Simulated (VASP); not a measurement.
A run of VASP 6.6.1 is set up as follows.

The input INCAR:

```
  PREC = Accurate
  ENCUT = 500
  EDIFF = 1E-6
  ISMEAR = -1
  SIGMA = 0.1
  LREAL = F
  LASPH = T
  NELM = 120
  ALGO = Normal
  ISIF = 2
  LWAVE = F
  LCHARG = F
  GGA = PS
  NBANDS = 13
  GGA_COMPAT = F
```

The input KPOINTS:

```
Automatic mesh
0
Gamma
  20 20 20
```

POSCAR

```
Sn
1.0
   -1.4950089760      1.4950089760      1.4950089760
    1.4950089760     -1.4950089760      1.4950089760
    1.4950089760      1.4950089760     -1.4950089760
Sn
1
Direct
    0.0000000000      0.0000000000      0.0000000000
```

Potentials or basis: VASP PAW PBE potentials, release 64 (Sn_d).

Launch:

```bash
$ cat potpaw_PBE.64/Sn_d/POTCAR > POTCAR
$ mpirun -np 1 vasp_std > vasp.out
```

(1) What does it give for the pressure?

(2) What does it give for the band gap on the k mesh?

Answers

(1) 190.4 GPa.

(2) zero (band 7 reaches 32.60 eV, above the bottom of band 8 at 15.39 eV).

Caveat: the PAW data sets were made with another functional, which shifts forces and pressure a little; spin-orbit coupling is left out, which moves the levels of the heavy elements.
